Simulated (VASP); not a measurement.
A run of VASP 6.6.1 is set up as follows.

The input INCAR:

```
SYSTEM = Cu
PREC     = Accurate       ! precision mode
ENCUT    = 520            ! plane-wave cutoff, eV
EDIFF    = 1E-6           ! SCF threshold, eV
ISMEAR   = 0              ! smearing method
SIGMA    = 0.1            ! smearing width, eV
LREAL    = .FALSE.        ! projectors in reciprocal space
LASPH    = .TRUE.         ! aspherical terms in the spheres
NELM     = 60             ! most SCF steps
ALGO     = Fast           ! electronic algorithm
ISIF     = 2              ! what is computed and relaxed
LWAVE    = .FALSE.        ! write WAVECAR
LCHARG   = .FALSE.        ! write CHGCAR
NBANDS   = 12             ! bands
```

The input KPOINTS:

```
regular mesh
0
G
  10 10 10
  0 0 0
```

The input POSCAR:

```
Cu
1.0
    0.0000000000      1.7598111923      1.7598111923
    1.7598111923      0.0000000000      1.7598111923
    1.7598111923      1.7598111923      0.0000000000
Cu
1
Direct
    0.0000000000      0.0000000000      0.0000000000
```

Potentials or basis: VASP PAW LDA potentials, release 64 (Cu).

The run is started by

```bash
$ cat potpaw_LDA.64/Cu/POTCAR > POTCAR
$ mpirun -np 1 vasp_std > vasp.out
```

(1) What does it give for the pressure?

Answers

(1) 1.1 GPa.
